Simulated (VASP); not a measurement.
Runs of VASP 6.6.1 on Hf. The structure is that of space group Im-3m (No. 229), or close to it. The cells are those of the table. 

```csv
task,cell,gap on the mesh (eV),pressure (GPa)
relaxation of cell and atoms,"relaxed to 2 GPa from a = 3.126 Å, angles 109.5°, 1 atom",none,2.1
relaxation of cell and atoms,"relaxed from a = 3.126 Å, angles 109.5°, 1 atom",none,0.0
single point,"a = 3.045 Å, angles 109.5°, 1 atom",none,(b)
single point,"a = 3.028 Å, angles 109.5°, 1 atom",none,1.8
relaxation of cell and atoms,"relaxed to 5 GPa from a = 3.126 Å, angles 109.5°, 1 atom",none,4.7
single point,"a = 2.965 Å, angles 109.5°, 1 atom",none,9.8
relaxation of cell and atoms,"relaxed to -2 GPa from a = 3.126 Å, angles 109.5°, 1 atom",none,-2.1
relaxation of cell and atoms,"relaxed to 10 GPa from a = 3.126 Å, angles 109.5°, 1 atom",none,10.1
single point,"a = 3.062 Å, angles 109.5°, 1 atom",none,(a)
single point,"a = 3.004 Å, angles 109.5°, 1 atom",none,4.8
```

Alike in all rows: level PBEsol; potentials or basis VASP PAW PBE potentials, release 64 (Hf_pv); no spin polarisation; k mesh 7 × 7 × 7; cutoff (eV) 500; smearing fermi-dirac 0.02 eV.

Task: Estimate the missing entries.

Result: (a) -2.2; (b) -0.3.

Caveats: some runs use coarse meshes; the PAW data sets were made with another functional, which shifts forces and pressure a little; spin-orbit coupling is left out, which moves the levels of the heavy elements; the cell is relaxed towards a set pressure, so the enthalpy falls and the energy may rise (some runs).

A k mesh can miss the band edges, and the runs leave out spin-orbit coupling on Hf.

A gap of «none» marks levels without a gap at the run's occupations.
